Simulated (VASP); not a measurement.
# HfC (Fm-3m) in VASP: settings compared

The runs below take HfC through electric field gradients, with LDA, PBEsol, PBE, r2SCAN.

All numbers are computed with VASP 6.6.1; they aren't measurements. Logs are shortened: lines on timing, memory, paths and dates and some standing lists are left out, and cuts for length are marked.

## 1. The cell of the first run

It takes space group Fm-3m (No. 225, cubic). Conventional cell: a = 4.650 Å, b = 4.650 Å, c = 4.650 Å, α = 90.00°, β = 90.00°, γ = 90.00°. Within 3.1 Å of Hf (site symmetry m-3m) lie 6 C at 2.33 Å. Within 3.1 Å of C (site symmetry m-3m) lie 6 Hf at 2.33 Å.

## 2. Electric field gradients, LDA

The input, INCAR:

```
SYSTEM = HfC
  PREC = Accurate
  ENCUT = 520
  EDIFF = 1E-8
  ISMEAR = -1
  SIGMA = 0.05
  LREAL = .FALSE.
  LASPH = .TRUE.
  NELM = 100
  ALGO = Normal
  ISIF = 2
  LWAVE = .FALSE.
  LCHARG = .FALSE.
  GGA = CA
  LEFG = .TRUE.
  NBANDS = 14
```

The input, KPOINTS:

```
Automatic mesh
0
G
  15 15 15
  0 0 0
```

The input, POSCAR:

```
HfC
1.0
    0.0000000000      2.3250000000      2.3250000000
    2.3250000000      0.0000000000      2.3250000000
    2.3250000000      2.3250000000      0.0000000000
Hf C
1 1
Direct
    0.5000000000      0.5000000000      0.5000000000
    0.0000000000      0.0000000000      0.0000000000
```

Potentials or basis: VASP PAW LDA potentials, release 64 (Hf_pv, C).

The run is started by

```bash
$ cat potpaw_LDA.64/Hf_pv/POTCAR potpaw_LDA.64/C/POTCAR > POTCAR
$ mpirun -np 1 vasp_std > vasp.out
```

OUTCAR:

```text
SYSTEM = HfC
   PREC = Accurate
   ENCUT = 520
   EDIFF = 1E-8
   ISMEAR = -1
   LREAL = .FALSE.
   LASPH = .TRUE.
   NELM = 100
   ISIF = 2
   GGA = CA

 ion  position               nearest neighbor table
   1  0.500  0.500  0.500-   2 2.33   2 2.33   2 2.33   2 2.33   2 2.33   2 2.33
   2  0.000  0.000  0.000-   1 2.33   1 2.33   1 2.33   1 2.33   1 2.33   1 2.33

  LATTYP: Found a face centered cubic cell.
 ALAT       =     4.6500000000

  Lattice vectors:

 A1 = (   0.0000000000,   2.3250000000,   2.3250000000)
 A2 = (   2.3250000000,   0.0000000000,   2.3250000000)
 A3 = (   2.3250000000,   2.3250000000,   0.0000000000)

Analysis of symmetry for initial positions (statically):
=====================================================================
 Subroutine PRICEL returns:
 Original cell was already a primitive cell.

 Routine SETGRP: Setting up the symmetry group for a
 face centered cubic supercell.

 Subroutine GETGRP returns: Found 48 space group operations
 (whereof 48 operations were pure point group operations)
 out of a pool of 48 trial point group operations.

The static configuration has the point symmetry O_h .

Analysis of symmetry for dynamics (positions and initial velocities):
=====================================================================
 Subroutine PRICEL returns:
 Original cell was already a primitive cell.

 Routine SETGRP: Setting up the symmetry group for a
 face centered cubic supercell.

 Subroutine GETGRP returns: Found 48 space group operations
 (whereof 48 operations were pure point group operations)
 out of a pool of 48 trial point group operations.

The dynamic configuration has the point symmetry O_h .

 Subroutine INISYM returns: Found 48 space group operations
 (whereof 48 operations are pure point group operations),
 and found     1 'primitive' translations

----------------------------------------------------------------------------------------

                                     Primitive cell

  volume of cell :      25.1362

  direct lattice vectors                    reciprocal lattice vectors
     0.000000000  2.325000000  2.325000000    -0.215053763  0.215053763  0.215053763
     2.325000000  0.000000000  2.325000000     0.215053763 -0.215053763  0.215053763
     2.325000000  2.325000000  0.000000000     0.215053763  0.215053763 -0.215053763

  length of vectors
     3.288046533  3.288046533  3.288046533     0.372484045  0.372484045  0.372484045

  position of ions in fractional coordinates (direct lattice)
     0.500000000  0.500000000  0.500000000
     0.000000000  0.000000000  0.000000000

  ion indices of the primitive-cell ions
   primitive index   ion index
                 1           1
                 2           2

----------------------------------------------------------------------------------------

 KPOINTS: Automatic mesh

Automatic generation of k-mesh.
 Grid dimensions read from file:
 generate k-points for:   15   15   15

 Generating k-lattice:

  Cartesian coordinates                     Fractional coordinates (reciprocal lattice)
    -0.014336918  0.014336918  0.014336918     0.066666667  0.000000000  0.000000000
     0.014336918 -0.014336918  0.014336918     0.000000000  0.066666667  0.000000000
     0.014336918  0.014336918 -0.014336918     0.000000000  0.000000000  0.066666667

  Length of vectors
     0.024832270  0.024832270  0.024832270

  Shift w.r.t. Gamma in fractional coordinates (k-lattice)
     0.000000000  0.000000000  0.000000000

 Subroutine IBZKPT returns following result:
 ===========================================

 Found    120 irreducible k-points:

 Following reciprocal coordinates:
            Coordinates               Weight
  0.000000  0.000000  0.000000      1.000000
  0.066667  0.000000  0.000000      8.000000
  0.133333  0.000000  0.000000      8.000000
  0.200000  0.000000  0.000000      8.000000
  0.266667  0.000000  0.000000      8.000000
  0.333333  0.000000  0.000000      8.000000
[... 16 lines left out ...]
  0.133333  0.133333  0.000000      6.000000
  0.200000  0.133333  0.000000     24.000000
 [... further k-points ...]
   k-points           NKPTS =    120   k-points in BZ     NKDIM =    120   number of bands    NBANDS=     14
   number of dos      NEDOS =    301   number of ions     NIONS =      2
   total plane-waves  NPLWV =  13824
   dimension x,y,z NGX =    24 NGY =   24 NGZ =   24
   dimension x,y,z NGXF=    48 NGYF=   48 NGZF=   48
   ions per type =               1   1
   NGX,Y,Z   is equivalent  to a cutoff of  12.13, 12.13, 12.13 a.u.
   NGXF,Y,Z  is equivalent  to a cutoff of  24.27, 24.27, 24.27 a.u.
 SYSTEM =  HfC
   PREC   = accura    normal or accurate (medium, high low for compatibility)
   ISTART =      0    job   : 0-new  1-cont  2-samecut
   ICHARG =      2    charge: 1-file 2-atom 10-const
   ISPIN  =      1    spin polarized calculation?
   LNONCOLLINEAR =      F non collinear calculations
   LSORBIT =      F    spin-orbit coupling
   LASPH  =      T    aspherical Exc in radial PAW
   ENCUT  =  520.0 eV  38.22 Ry    6.18 a.u.   6.11  6.11  6.11*2*pi/ulx,y,z
   NELM   =    100;   NELMIN=  2; NELMDL= -5     # of ELM steps
   EDIFF  = 0.1E-07   stopping-criterion for ELM
   LREAL  =      F    real-space projection
   EDIFFG = 0.1E-06   stopping-criterion for IOM
   NSW    =      0    number of steps for IOM
   IBRION =     -1    ionic relax: 0-MD 1-quasi-New 2-CG
   NFREE  =      0    steps in history (QN), initial steepest desc. (CG)
   ISIF   =      2    stress and relaxation
   ISYM   =      2    0-nonsym 1-usesym 2-fastsym
   POTIM  = 0.5000    time-step for ionic-motion
   TEBEG  =    0.0;   TEEND  =   0.0 temperature during run
   PSTRESS=    0.0 pullay stress
   NELECT =      14.0000    total number of electrons
   NUPDOWN=      -1.0000    fix difference up-down
   EMIN   =  10.00;   EMAX   =-10.00  energy-range for DOS
   EFERMI =   0.00;   METHOD = LEGACY
   ISMEAR =    -1;   SIGMA  =   0.05  broadening in eV -4-tet -1-fermi 0-gaus
   EFERMI_NEDOS =   21; number of points for ismear=-14 and -15
   IALGO  =     38    algorithm
   IMIX   =      4    mixing-type and parameters
     AMIX     =   0.40;   BMIX     =  1.00
     AMIX_MAG =   1.60;   BMIX_MAG =  1.00
  volume/ion in A,a.u.               =      12.57        84.81
  Fermi-wavevector in a.u.,A,eV,Ry     =   1.346949  2.545365 24.684672  1.814272
  Thomas-Fermi vector in A             =   2.474740
   LORBIT       =      0    0 simple, 1 ext, 2 COOP (PROOUT), +10 PAW based schemes
   GGA     = CA    functional components
   LHFCALC =     F    Hartree Fock is set to
   AEXX    =    0.0000 exact exchange contribution
   IVDW    =     0    specifies the selected vdW correction
   LEPSILON=     F    determine dielectric tensor
   LRPA    =     F    only Hartree local field effects (RPA)
 non-spin polarized calculation
  energy-cutoff  :      520.00
  volume of cell :       25.14
 maximum number of plane-waves:       688
   NGX = 13   NGY = 13   NGZ = 13

 number of electron      14.0000000 magnetization

 Free energy of the ion-electron system (eV)
  ---------------------------------------------------
  ext. energy  EPLUGINS =         0.00000000
  ---------------------------------------------------
  free energy    TOTEN  =       -22.85146724 eV

  energy without entropy =      -22.84834634  energy(sigma->0) =      -22.84990679

 E-fermi :   5.8187     XC(G=0): -12.4882

 val. band max:        5.8136954627   @ k =   0.4000   0.3333   0.0000
 cond. band min:       5.8416897797   @ k =   0.3333   0.2667   0.0000
 fundamental gap:      0.0279943171
 Fermi energy:         5.8187164384

 k-point     1 :       0.0000    0.0000    0.0000
  band No.  band energies     occupation
      1     -23.5526      2.00000
      2     -23.5526      2.00000
      3     -23.5526      2.00000
      4      -6.2967      2.00000
      5       6.8716      0.00000
      6       6.8716      0.00000
      7       6.8716      0.00000
      8       7.1484      0.00000
      9       7.1484      0.00000
     10       7.1484      0.00000
     11       9.1699      0.00000
     12       9.1699      0.00000
     13      12.7969      0.00000
     14      16.8921      0.00000
[... 377 lines left out ...]
      1     -23.7487      2.00000
      2     -23.6117      2.00000
      3     -23.6044      2.00000
      4      -5.3845      2.00000
      5       3.3973      2.00000
      6       5.1391      2.00000
      7       5.4129      1.99940
      8       6.5488      0.00000
      9       9.2569      0.00000
     10       9.5708      0.00000
     11      10.3328      0.00000
     12      12.1029      0.00000
     13      15.3182      0.00000
     14      18.7063      0.00000

 [... further k-points ...]

------------------------ aborting loop because EDIFF is reached ----------------------------------------

  FORCE on cell =-STRESS in cart. coord.  units (eV):
  Direction    XX          YY          ZZ          XY          YZ          ZX
  --------------------------------------------------------------------------------------
  -------------------------------------------------------------------------------------
  Total       -1.8195385     -1.8195385     -1.8195385     -0.0000000     -0.0000000      0.0000000
  in kB     -115.9772892   -115.9772892   -115.9772892     -0.0000000     -0.0000000      0.0000000
  external PRESSURE =    -115.9772892 kB  Pullay stress =       0.0000000 kB

 VOLUME and BASIS-vectors are now :
 -----------------------------------------------------------------------------
  energy-cutoff  :      520.00
  volume of cell :       25.14
      direct lattice vectors                 reciprocal lattice vectors
     0.000000000  2.325000000  2.325000000    -0.215053763  0.215053763  0.215053763
     2.325000000  0.000000000  2.325000000     0.215053763 -0.215053763  0.215053763
     2.325000000  2.325000000  0.000000000     0.215053763  0.215053763 -0.215053763

 POSITION                                       TOTAL-FORCE (eV/Angst)
 -----------------------------------------------------------------------------------
      2.32500      2.32500      2.32500         0.000000     -0.000000      0.000000
      0.00000      0.00000      0.00000        -0.000000      0.000000     -0.000000
 -----------------------------------------------------------------------------------
    total drift:                                0.000000     -0.000000      0.000000

  FREE ENERGIE OF THE ION-ELECTRON SYSTEM (eV)
  ---------------------------------------------------
  free  energy   TOTEN  =       -22.8514672443 eV

  energy  without entropy=      -22.8483463414  energy(sigma->0) =      -22.84990679

 Electric field gradients (V/A^2)
---------------------------------------------------------------------
 ion       V_xx      V_yy      V_zz      V_xy      V_xz      V_yz
---------------------------------------------------------------------
   1      -0.000    -0.000     0.000     0.000     0.000     0.000
   2      -0.000     0.000     0.000     0.000     0.000     0.000
---------------------------------------------------------------------

 Electric field gradients after diagonalization (V/A^2)
 (convention: |V_zz| > |V_xx| > |V_yy|)
----------------------------------------------------------------------
 ion       V_xx      V_yy      V_zz     asymmetry (V_yy - V_xx)/ V_zz
----------------------------------------------------------------------
   1      -0.000    -0.000     0.000       0.000
   2      -0.000    -0.000     0.001       0.000
----------------------------------------------------------------------

           NMR quadrupolar parameters

 Cq : quadrupolar parameter    Cq=e*Q*V_zz/h
 eta: asymmetry parameters     (V_yy - V_xx)/ V_zz
 Q  : nuclear electric quadrupole moment in mb (millibarn)
----------------------------------------------------------------------
 ion       Cq(MHz)       eta       Q (mb)
----------------------------------------------------------------------
   1       0.000       0.000       1.000
   2       0.000       0.000       1.000
----------------------------------------------------------------------
```

Wall time 12 s (1 thread of Intel Xeon 6975P-C (Granite Rapids), shared host); peak memory 0.16 GiB.

Results:

| Quantity | Value |
| --- | --- |
| Free energy | -22.8515 eV |
| Pressure | -11.6 GPa |
| Band gap on the k mesh | zero (bands 7 and 8 overlap by 1.43 eV) |
| Largest electric field gradient by atom | under 0.05 V/Å² on every atom |

Caveat: the cell stands under tension; spin-orbit coupling is left out, which moves the levels of the heavy elements.

## 3. Electric field gradients, PBEsol

The input, INCAR:

```
SYSTEM = HfC
ALGO = Normal
EDIFF = 1E-8
ENCUT = 520
GGA = PS
ISIF = 2
ISMEAR = -1
LASPH = .True.
LCHARG = .False.
LEFG = .True.
LREAL = .False.
LWAVE = .False.
NBANDS = 14
NELM = 100
PREC = Accurate
SIGMA = 0.05
```

The input, KPOINTS:

```
k-points
0
Gamma
  15 15 15
  0 0 0
```

POSCAR is that of step 2.

Potentials or basis: VASP PAW PBE potentials, release 64 (Hf_pv, C).

The run is started by

```bash
$ cat potpaw_PBE.64/Hf_pv/POTCAR potpaw_PBE.64/C/POTCAR > POTCAR
$ mpirun -np 1 vasp_std > vasp.out
```

OUTCAR:

```text
SYSTEM = HfC
   EDIFF = 1E-8
   ENCUT = 520
   GGA = PS
   ISIF = 2
   ISMEAR = -1
   LASPH = .True.
   LREAL = .False.
   NELM = 100
   PREC = Accurate

 ion  position               nearest neighbor table
   1  0.500  0.500  0.500-   2 2.33   2 2.33   2 2.33   2 2.33   2 2.33   2 2.33
   2  0.000  0.000  0.000-   1 2.33   1 2.33   1 2.33   1 2.33   1 2.33   1 2.33

  LATTYP: Found a face centered cubic cell.
 ALAT       =     4.6500000000

  Lattice vectors:

 A1 = (   0.0000000000,   2.3250000000,   2.3250000000)
[... 620 lines left out ...]
  ---------------------------------------------------
  free  energy   TOTEN  =       -22.1803177490 eV

  energy  without entropy=      -22.1771220320  energy(sigma->0) =      -22.17871989

 Electric field gradients (V/A^2)
---------------------------------------------------------------------
 ion       V_xx      V_yy      V_zz      V_xy      V_xz      V_yz
---------------------------------------------------------------------
   1       0.000    -0.000     0.000     0.000     0.000     0.000
   2       0.000    -0.000     0.000     0.000     0.000     0.000
---------------------------------------------------------------------

 Electric field gradients after diagonalization (V/A^2)
 (convention: |V_zz| > |V_xx| > |V_yy|)
----------------------------------------------------------------------
 ion       V_xx      V_yy      V_zz     asymmetry (V_yy - V_xx)/ V_zz
----------------------------------------------------------------------
   1      -0.000    -0.000     0.000       0.000
   2      -0.000    -0.000     0.001       0.000
----------------------------------------------------------------------

           NMR quadrupolar parameters

 Cq : quadrupolar parameter    Cq=e*Q*V_zz/h
 eta: asymmetry parameters     (V_yy - V_xx)/ V_zz
 Q  : nuclear electric quadrupole moment in mb (millibarn)
----------------------------------------------------------------------
 ion       Cq(MHz)       eta       Q (mb)
----------------------------------------------------------------------
   1       0.000       0.000       1.000
   2       0.000       0.000       1.000
----------------------------------------------------------------------
```

OSZICAR:

```text
N       E                     dE             d eps       ncg     rms          rms(c)
DAV:   1     0.224089230439E+02    0.22409E+02   -0.77150E+03  3384   0.982E+02
DAV:   2    -0.235018764528E+02   -0.45911E+02   -0.42992E+02  4448   0.200E+02
DAV:   3    -0.250800375926E+02   -0.15782E+01   -0.15725E+01  3978   0.268E+01
DAV:   4    -0.250870951968E+02   -0.70576E-02   -0.70572E-02  4008   0.222E+00
DAV:   5    -0.250871389101E+02   -0.43713E-04   -0.43713E-04  4016   0.158E-01    0.579E+01
DAV:   6    -0.222661153108E+02    0.28210E+01   -0.10710E+01  3732   0.172E+01    0.410E+01
DAV:   7    -0.222003852889E+02    0.65730E-01   -0.52391E-01  4218   0.500E+00    0.239E+01
DAV:   8    -0.221862965812E+02    0.14089E-01   -0.71162E-02  4086   0.205E+00    0.557E+00
DAV:   9    -0.221806557226E+02    0.56409E-02   -0.19829E-02  3798   0.832E-01    0.211E+00
DAV:  10    -0.221803262208E+02    0.32950E-03   -0.14397E-03  4350   0.277E-01    0.101E-01
DAV:  11    -0.221803181834E+02    0.80374E-05   -0.83564E-05  3798   0.782E-02    0.295E-02
DAV:  12    -0.221803178854E+02    0.29796E-06   -0.29491E-06  4292   0.137E-02    0.107E-02
DAV:  13    -0.221803177602E+02    0.12524E-06   -0.21000E-07  3836   0.302E-03    0.232E-03
DAV:  14    -0.221803177326E+02    0.27549E-07   -0.29605E-08  4338   0.128E-03    0.827E-04
DAV:  15    -0.221803177468E+02   -0.14230E-07   -0.36127E-09  2556   0.508E-04    0.195E-04
DAV:  16    -0.221803177490E+02   -0.21837E-08   -0.38119E-10  2130   0.170E-04
   1 F= -.22180318E+02 E0= -.22178720E+02  d E =-.319572E-02
```

stdout:

```text
POSCAR found type information on POSCAR HfC
 POSCAR found :  2 types and       2 ions
 scaLAPACK will be used
 -----------------------------------------------------------------------------
|                                                                             |
|                                                                             |
|     You enforced a specific xc type in the INCAR file but a different       |
|     I HOPE YOU KNOW WHAT YOU ARE DOING!                                     |
|                                                                             |
 -----------------------------------------------------------------------------

 LDA part: xc-table for (Slater+PW92), standard interpolation
 POSCAR, INCAR and KPOINTS ok, starting setup
 FFT: planning ... GRIDC
 FFT: planning ... GRID_SOFT
 FFT: planning ... GRID
 WAVECAR not read
 entering main loop
ion   1

ion   2
```

Run time: 18 s. Hardware: 1 thread of Intel Xeon 6975P-C (Granite Rapids), shared host; peak memory 0.17 GiB.

What came out:

```
Free energy                             : -22.1803 eV
Pressure                                : -7.0 GPa
Band gap on the k mesh                  : zero (bands 7 and 8 overlap by 1.45 eV)
Largest electric field gradient by atom : under 0.05 V/Å² on every atom
```

Levels at points of the mesh, in eV from the Fermi level:
```csv
k point,band 4,band 5,band 6,band 7,band 8,band 9,band 10,band 11
"(0.00, 0.00, 0.00)",-12.25,1.06,1.06,1.06,1.38,1.38,1.38,3.40
```

Caveat: the cell stands under tension; the PAW data sets were made with another functional, which shifts forces and pressure a little; spin-orbit coupling is left out, which moves the levels of the heavy elements.

(Part 1 of 3 ends here.)

The gap in the log of VASP goes by the Fermi energy; the results here count the filled bands.